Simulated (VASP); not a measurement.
La:

```
CELL_PARAMETERS angstrom
3.43156 0.00000 0.00000
0.00000 3.43156 0.00000
0.00000 0.00000 3.43156
ATOMIC_POSITIONS crystal
La 0.00000 0.00000 0.00000
```

| Item | Value |
| --- | --- |
| Program | VASP 6.6.1 |
| Task | relaxation of cell and atoms |
| Functional | RPBE |
| Potentials or basis | VASP PAW PBE potentials, release 64 (La) |
| Cutoff | 600 eV |
| k mesh | 9 × 9 × 9 |
| Occupations | fermi-dirac, width 0.1 eV |
| Spin | no spin polarisation |

At the start: pressure -0.8 GPa; volume 40.41 Å³/atom.

Question: Where does the relaxation end?

Answer: Over 3 steps the energy falls by 3.9 meV/atom and the volume is 38.89 Å³/atom (-3.8 %); space group Pm-3m (No. 221, to 0.05 Å).

The path:
| step | energy change (eV) | largest force (eV/Å) | pressure (GPa) | volume (Å³) |
| --- | --- | --- | --- | --- |
| 1 | 0.0000 | 0.0000 | -0.78 | 40.41 |
| 2 | -0.0036 | 0.0000 | -0.21 | 39.27 |
| 3 | -0.0039 | 0.0000 | -0.02 | 38.89 |

Final structure:
```
CELL_PARAMETERS angstrom
3.38791 0.00000 0.00000
0.00000 3.38791 0.00000
0.00000 0.00000 3.38791
ATOMIC_POSITIONS crystal
La 0.00000 0.00000 0.00000
```

Caveat: the PAW data sets were made with another functional, which shifts forces and pressure a little.
